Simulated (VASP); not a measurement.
# Ni: single point with RPBE

The system is Ni.

```
CELL_PARAMETERS angstrom
-1.41412 1.41412 1.41412
1.41412 -1.41412 1.41412
1.41412 1.41412 -1.41412
ATOMIC_POSITIONS crystal
Ni 0.00000 0.00000 0.00000
```

This isn't the form of Ni at room conditions, which is fcc.

| Property | Result |
| --- | --- |
| Program | VASP 6.6.1 |
| Task | single point |
| Functional | RPBE |
| Potentials or basis | VASP PAW PBE potentials, release 64 (Ni) |
| Cutoff | 520 eV |
| k mesh | 18 × 18 × 18 |
| Occupations | fermi-dirac, width 0.05 eV |
| Spin | collinear spin, ferromagnetic start |
| Starting moments | [0.612] μB |
| Dipole correction | no |
| Further INCAR settings | ALGO = Normal; EDIFF = 1e-07; NBANDS = 15 |

```yaml
Pressure: 0.2 GPa
Net_moment: 0.58 μB per cell
Site_moments: Ni +0.59 μB
Valence_electrons_inside_the_program's_atomic_spheres: Ni 9.24
```

Levels at points of the mesh, in eV from the Fermi level:
Spin up:
| k point | band 3 | band 4 | band 5 | band 6 | band 7 | band 8 |
| --- | --- | --- | --- | --- | --- | --- |
| (0.00, 0.00, 0.00) | -2.23 | -2.23 | -0.88 | -0.88 | 26.01 | 26.01 |
| (0.50, 0.00, 0.00) | -0.96 | -0.74 | -0.13 | 0.33 | 6.20 | 18.75 |
| (0.50, 0.50, 0.50) | -0.34 | -0.34 | -0.34 | 9.58 | 9.58 | 9.58 |
Spin down:
```
           k point  band 3  band 4  band 5  band 6  band 7  band 8
(0.00, 0.00, 0.00)   -1.50   -1.50   -0.37   -0.37   25.87   25.87
(0.50, 0.00, 0.00)   -0.37   -0.22    0.26    0.70    6.55   18.65
(0.50, 0.50, 0.50)    0.48    0.48    0.48    9.58    9.58    9.58
```

Run time: 110 s on 1 thread of Intel Xeon 8259CL (shared host), peak memory 0.17 GiB.

Caveat: the PAW data sets were made with another functional, which shifts forces and pressure a little.
